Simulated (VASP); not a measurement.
# CdSe (zincblende type) (F-43m) in VASP: density of states with LDA

Aim: the density of states of CdSe (zincblende type) with LDA.

Program: VASP 6.6.1. These are calculated values, not measurements. Logs are shortened: lines on timing, memory, paths and dates and some standing lists are left out, and cuts for length are marked.

## (1) The cell of the first run

Symmetry: F-43m, No. 216, cubic system. Conventional cell: a = 5.284 Å, b = 5.284 Å, c = 5.284 Å, α = 90.00°, β = 90.00°, γ = 90.00°. Cd (site symmetry -43m) has 4 Se at 2.29 Å within 3.0 Å. Se (site symmetry -43m) has 4 Cd at 2.29 Å within 3.0 Å.

## (2) Density of states, LDA (volume scaled by 0.68)

File POSCAR:

```
CdSe
1.0
    0.0000000000      2.6419506301      2.6419506301
    2.6419506301      0.0000000000      2.6419506301
    2.6419506301      2.6419506301      0.0000000000
Cd Se
1 1
Direct
    0.0000000000      0.0000000000      0.0000000000
    0.2500000000      0.2500000000      0.2500000000
```

File INCAR.step1:

```
PREC = Accurate
ENCUT = 520
EDIFF = 1E-7
ISMEAR = -1
SIGMA = 0.05
LREAL = F
LASPH = T
NELM = 80
ALGO = Normal
ISIF = 2
LWAVE = F
LCHARG = T
GGA = CA
NBANDS = 16
```

File KPOINTS.step1:

```
regular mesh
0
Gamma
  12 12 12
```

File INCAR.step2:

```
PREC = Accurate
ENCUT = 520
EDIFF = 1E-7
ISMEAR = -5
SIGMA = 0.05
LREAL = F
LASPH = T
NELM = 80
ALGO = Normal
ISIF = 2
LWAVE = F
LCHARG = F
GGA = CA
LORBIT = 11
NEDOS = 2001
ICHARG = 11
```

File KPOINTS.step2:

```
regular mesh
0
Gamma
  18 18 18
```

Potentials or basis: VASP PAW LDA potentials, release 64 (Cd, Se).

Command:

```sh
> cat potpaw_LDA.64/Cd/POTCAR potpaw_LDA.64/Se/POTCAR > POTCAR
> cp INCAR.step1 INCAR
> cp KPOINTS.step1 KPOINTS
> mpirun -np 1 vasp_std > vasp.out
> cp INCAR.step2 INCAR
> cp KPOINTS.step2 KPOINTS
> mpirun -np 1 vasp_std > vasp.out
```

OUTCAR:

```text
PREC = Accurate
   ENCUT = 520
   EDIFF = 1E-7
   ISMEAR = -5
   LREAL = F
   LASPH = T
   NELM = 80
   ISIF = 2
   GGA = CA
   LORBIT = 11
   ICHARG = 11

 ion  position               nearest neighbor table
   1  0.000  0.000  0.000-   2 2.29   2 2.29   2 2.29   2 2.29
   2  0.250  0.250  0.250-   1 2.29   1 2.29   1 2.29   1 2.29

  LATTYP: Found a face centered cubic cell.
 ALAT       =     5.2839012602

  Lattice vectors:

 A1 = (   0.0000000000,   2.6419506301,   2.6419506301)
 A2 = (   2.6419506301,   0.0000000000,   2.6419506301)
 A3 = (   2.6419506301,   2.6419506301,   0.0000000000)

Analysis of symmetry for initial positions (statically):
=====================================================================
 Subroutine PRICEL returns:
 Original cell was already a primitive cell.

 Routine SETGRP: Setting up the symmetry group for a
 face centered cubic supercell.

 Subroutine GETGRP returns: Found 24 space group operations
 (whereof 24 operations were pure point group operations)
 out of a pool of 48 trial point group operations.

The static configuration has the point symmetry T_d .

Analysis of symmetry for dynamics (positions and initial velocities):
=====================================================================
 Subroutine PRICEL returns:
 Original cell was already a primitive cell.

 Routine SETGRP: Setting up the symmetry group for a
 face centered cubic supercell.

 Subroutine GETGRP returns: Found 24 space group operations
 (whereof 24 operations were pure point group operations)
 out of a pool of 48 trial point group operations.

The dynamic configuration has the point symmetry T_d .

 Subroutine INISYM returns: Found 24 space group operations
 (whereof 24 operations are pure point group operations),
 and found     1 'primitive' translations

----------------------------------------------------------------------------------------

                                     Primitive cell

  volume of cell :      36.8811

  direct lattice vectors                    reciprocal lattice vectors
     0.000000000  2.641950630  2.641950630    -0.189254104  0.189254104  0.189254104
     2.641950630  0.000000000  2.641950630     0.189254104 -0.189254104  0.189254104
     2.641950630  2.641950630  0.000000000     0.189254104  0.189254104 -0.189254104

  length of vectors
     3.736282412  3.736282412  3.736282412     0.327797724  0.327797724  0.327797724

  position of ions in fractional coordinates (direct lattice)
     0.000000000  0.000000000  0.000000000
     0.250000000  0.250000000  0.250000000

  ion indices of the primitive-cell ions
   primitive index   ion index
                 1           1
                 2           2

----------------------------------------------------------------------------------------

 KPOINTS: regular mesh

Automatic generation of k-mesh.
 Grid dimensions read from file:
 generate k-points for:   18   18   18

 Generating k-lattice:

  Cartesian coordinates                     Fractional coordinates (reciprocal lattice)
    -0.010514117  0.010514117  0.010514117     0.055555556  0.000000000  0.000000000
     0.010514117 -0.010514117  0.010514117     0.000000000  0.055555556  0.000000000
     0.010514117  0.010514117 -0.010514117     0.000000000  0.000000000  0.055555556

  Length of vectors
     0.018210985  0.018210985  0.018210985

  Shift w.r.t. Gamma in fractional coordinates (k-lattice)
     0.000000000  0.000000000  0.000000000

 TETIRR: Found    806 inequivalent tetrahedra from    34992

 Subroutine IBZKPT returns following result:
 ===========================================

 Found    195 irreducible k-points:

 Following reciprocal coordinates:
            Coordinates               Weight
  0.000000  0.000000  0.000000      1.000000
  0.055556  0.000000  0.000000      8.000000
  0.111111  0.000000  0.000000      8.000000
  0.166667  0.000000  0.000000      8.000000
  0.222222  0.000000  0.000000      8.000000
  0.277778  0.000000  0.000000      8.000000
[... 16 lines left out ...]
 -0.277778  0.055556  0.000000     24.000000
 -0.222222  0.055556  0.000000     24.000000
 [... further k-points ...]
   k-points           NKPTS =    195   k-points in BZ     NKDIM =    195   number of bands    NBANDS=     13
   number of dos      NEDOS =   2001   number of ions     NIONS =      2
   total plane-waves  NPLWV =  21952
   dimension x,y,z NGX =    28 NGY =   28 NGZ =   28
   dimension x,y,z NGXF=    56 NGYF=   56 NGZF=   56
   ions per type =               1   1
   NGX,Y,Z   is equivalent  to a cutoff of  12.46, 12.46, 12.46 a.u.
   NGXF,Y,Z  is equivalent  to a cutoff of  24.92, 24.92, 24.92 a.u.
 SYSTEM =  unknown system
   PREC   = accura    normal or accurate (medium, high low for compatibility)
   ISTART =      0    job   : 0-new  1-cont  2-samecut
   ICHARG =     11    charge: 1-file 2-atom 10-const
   ISPIN  =      1    spin polarized calculation?
   LNONCOLLINEAR =      F non collinear calculations
   LSORBIT =      F    spin-orbit coupling
   LASPH  =      T    aspherical Exc in radial PAW
   ENCUT  =  520.0 eV  38.22 Ry    6.18 a.u.   6.95  6.95  6.95*2*pi/ulx,y,z
   NELM   =     80;   NELMIN=  2; NELMDL=  0     # of ELM steps
   EDIFF  = 0.1E-06   stopping-criterion for ELM
   LREAL  =      F    real-space projection
   EDIFFG = 0.1E-05   stopping-criterion for IOM
   NSW    =      0    number of steps for IOM
   IBRION =     -1    ionic relax: 0-MD 1-quasi-New 2-CG
   NFREE  =      0    steps in history (QN), initial steepest desc. (CG)
   ISIF   =      2    stress and relaxation
   ISYM   =      2    0-nonsym 1-usesym 2-fastsym
   POTIM  = 0.5000    time-step for ionic-motion
   TEBEG  =    0.0;   TEEND  =   0.0 temperature during run
   PSTRESS=    0.0 pullay stress
   NELECT =      18.0000    total number of electrons
   NUPDOWN=      -1.0000    fix difference up-down
   EMIN   =  10.00;   EMAX   =-10.00  energy-range for DOS
   EFERMI =   0.00;   METHOD = LEGACY
   ISMEAR =    -5;   SIGMA  =   0.05  broadening in eV -4-tet -1-fermi 0-gaus
   EFERMI_NEDOS =   21; number of points for ismear=-14 and -15
   IALGO  =     38    algorithm
   IMIX   =      4    mixing-type and parameters
     AMIX     =   0.40;   BMIX     =  1.00
     AMIX_MAG =   1.60;   BMIX_MAG =  1.00
  volume/ion in A,a.u.               =      18.44       124.44
  Fermi-wavevector in a.u.,A,eV,Ry     =   1.288935  2.435734 22.604081  1.661353
  Thomas-Fermi vector in A             =   2.420858
   LORBIT       =     11    0 simple, 1 ext, 2 COOP (PROOUT), +10 PAW based schemes
   GGA     = CA    functional components
   LHFCALC =     F    Hartree Fock is set to
   AEXX    =    0.0000 exact exchange contribution
   IVDW    =     0    specifies the selected vdW correction
   LEPSILON=     F    determine dielectric tensor
   LRPA    =     F    only Hartree local field effects (RPA)
 non-spin polarized calculation
 Fermi weights with tetrahedron method with Bloechl corrections
  energy-cutoff  :      520.00
  volume of cell :       36.88
 maximum number of plane-waves:      1018

 number of electron      17.9999995 magnetization

 Free energy of the ion-electron system (eV)
  ---------------------------------------------------
  ext. energy  EPLUGINS =         0.00000000
  ---------------------------------------------------
  free energy    TOTEN  =        -4.57178127 eV

  energy without entropy =       -4.57178127  energy(sigma->0) =       -4.57178127

 E-fermi :   5.4494     XC(G=0): -11.2964

 val. band max:        5.4491205380   @ k =   0.0000   0.0000   0.0000
 cond. band min:       6.5622723316   @ k =   0.0000   0.0000   0.0000
 fundamental gap:      1.1131517937
 Fermi energy:         5.4493721134

 k-point     1 :       0.0000    0.0000    0.0000
  band No.  band energies     occupation
      1     -10.6965      2.00000
      2      -5.1860      2.00000
      3      -5.1860      2.00000
      4      -5.1860      2.00000
      5      -4.1477      2.00000
      6      -4.1477      2.00000
      7       5.4491      2.00000
      8       5.4491      2.00000
      9       5.4491      2.00000
     10       6.5623      0.00000
     11      10.8456      0.00000
     12      10.8456      0.00000
     13      10.8456      0.00000

 k-point     2 :       0.0556    0.0000    0.0000
  band No.  band energies     occupation
      1     -10.6708      2.00000
      2      -5.1782      2.00000
      3      -5.1764      2.00000
      4      -5.1764      2.00000
      5      -4.1493      2.00000
      6      -4.1493      2.00000
      7       4.9400      2.00000
      8       5.3865      2.00000
      9       5.3865      2.00000
     10       6.9367      0.00000
     11      10.8370      0.00000
     12      10.9274      0.00000
     13      10.9274      0.00000

 k-point     3 :       0.1111    0.0000    0.0000
  band No.  band energies     occupation
      1     -10.5961      2.00000
      2      -5.1507      2.00000
      3      -5.1493      2.00000
      4      -5.1493      2.00000
      5      -4.1529      2.00000
      6      -4.1529      2.00000
      7       4.0170      2.00000
      8       5.2143      2.00000
      9       5.2143      2.00000
     10       7.4545      0.00000
     11      10.8715      0.00000
     12      11.1426      0.00000
     13      11.1426      0.00000
[... 305 lines left out ...]
 k-point    23 :      -0.2778    0.0556    0.0000
  band No.  band energies     occupation
      1     -10.1161      2.00000
      2      -5.0049      2.00000
      3      -4.9937      2.00000
      4      -4.7198      2.00000
      5      -4.1637      2.00000
      6      -4.1033      2.00000
      7       0.4992      2.00000
      8       3.8896      2.00000
      9       4.4676      2.00000
     10       8.2703      0.00000
     11      11.6370      0.00000
     12      11.6553      0.00000
     13      12.1386      0.00000

 k-point    24 :      -0.2222    0.0556    0.0000
  band No.  band energies     occupation
      1     -10.2678      2.00000
      2      -5.0482      2.00000
      3      -5.0340      2.00000
      4      -4.9228      2.00000
      5      -4.1759      2.00000
      6      -4.1229      2.00000
      7       1.5450      2.00000
      8       4.1370      2.00000
      9       4.7547      2.00000
     10       8.2533      0.00000
     11      11.4790      0.00000
     12      11.5837      0.00000
     13      11.7597      0.00000

 [... further k-points ...]
[... 5 lines left out ...]
  --------------------------------------------------------------------------------------
  -------------------------------------------------------------------------------------
  Total       13.2151904     13.2151904     13.2151904      0.0000000      0.0000000      0.0000000
  in kB      574.0899176    574.0899176    574.0899176      0.0000000      0.0000000      0.0000000
  external PRESSURE =     574.0899176 kB  Pullay stress =       0.0000000 kB

 VOLUME and BASIS-vectors are now :
 -----------------------------------------------------------------------------
  energy-cutoff  :      520.00
  volume of cell :       36.88
      direct lattice vectors                 reciprocal lattice vectors
     0.000000000  2.641950630  2.641950630    -0.189254104  0.189254104  0.189254104
     2.641950630  0.000000000  2.641950630     0.189254104 -0.189254104  0.189254104
     2.641950630  2.641950630  0.000000000     0.189254104  0.189254104 -0.189254104

 POSITION                                       TOTAL-FORCE (eV/Angst)
 -----------------------------------------------------------------------------------
      0.00000      0.00000      0.00000         0.000000      0.000000      0.000000
      1.32098      1.32098      1.32098        -0.000000     -0.000000     -0.000000
 -----------------------------------------------------------------------------------
    total drift:                                0.000000      0.000000      0.000000

  FREE ENERGIE OF THE ION-ELECTRON SYSTEM (eV)
  ---------------------------------------------------
  free  energy   TOTEN  =        -4.5717812719 eV

  energy  without entropy=       -4.5717812719  energy(sigma->0) =       -4.57178127

 total charge

# of ion       s       p       d       tot
------------------------------------------
    1        0.582   0.676   9.596  10.854
    2        1.447   2.670   0.087   4.204
--------------------------------------------------
tot          2.029   3.346   9.684  15.058
```

Wall time 49 s (1 thread of Intel Xeon 6975P-C, shared host); peak memory 0.22 GiB.

What came out:

```
Valence electrons inside the program's atomic spheres : Cd 10.85; Se 4.20
```

Levels at points of the mesh, in eV from the valence-band top:
```tsv
k point	band 5	band 6	band 7	band 8	band 9	band 10	band 11	band 12	band 13
(0.00, 0.00, 0.00)	-9.60	-9.60	0.00	0.00	0.00	1.11	5.40	5.40	5.40
(0.50, 0.00, 0.00)	-9.52	-8.87	-7.81	-1.63	-1.63	2.46	6.06	6.06	7.69
(0.50, 0.50, 0.00)	-9.42	-8.76	-6.52	-3.90	-3.90	1.89	3.32	11.46	12.60
```
